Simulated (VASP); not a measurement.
Input of a VASP 6.6.1 run:

POSCAR

```
GaAs
1.0
    0.0000000000      2.6645247171      2.6645247171
    2.6645247171      0.0000000000      2.6645247171
    2.6645247171      2.6645247171      0.0000000000
Ga As
1 1
Direct
    0.0000000000      0.0000000000      0.0000000000
    0.5000000000      0.5000000000      0.5000000000
```

The input INCAR.step1:

```
SYSTEM = GaAs
PREC = Accurate
ENCUT = 520
EDIFF = 1E-5
ISMEAR = -1
SIGMA = 0.02
LREAL = .False.
LASPH = .True.
NELM = 100
ALGO = Normal
ISIF = 2
LWAVE = .True.
LCHARG = .False.
GGA = PE
NBANDS = 16
```

INCAR.step2

```
SYSTEM = GaAs
PREC = Accurate
ENCUT = 520
EDIFF = 1E-6
ISMEAR = -1
SIGMA = 0.02
LREAL = .False.
LASPH = .True.
NELM = 100
ALGO = Normal
ISIF = 2
LWAVE = .False.
LCHARG = .False.
GGA = PE
LHFCALC = .True.
AEXX = 0.5
HFSCREEN = 0.3
PRECFOCK = Normal
ISTART = 1
NBANDS = 16
```

The input KPOINTS:

```
regular mesh
0
Gamma
  4 4 4
  0 0 0
```

Potentials or basis: VASP PAW PBE potentials, release 64 (Ga_d, As).

Command:

```sh
$ cat potpaw_PBE.64/Ga_d/POTCAR potpaw_PBE.64/As/POTCAR > POTCAR
$ cp INCAR.step1 INCAR
$ mpirun -np 1 vasp_std > vasp.out
$ cp INCAR.step2 INCAR
$ mpirun -np 1 vasp_std > vasp.out
```

Problem. Predict the band gap on the k mesh.

Solution. Zero (band 9 reaches 5.48 eV, above the bottom of band 10 at 2.08 eV).

Problem. Predict the pressure.

Solution. -2.0 GPa.

Caveat: the k points lie up to 0.51 Å⁻¹ apart; the PAW data sets were made with another functional, which shifts forces and pressure a little.
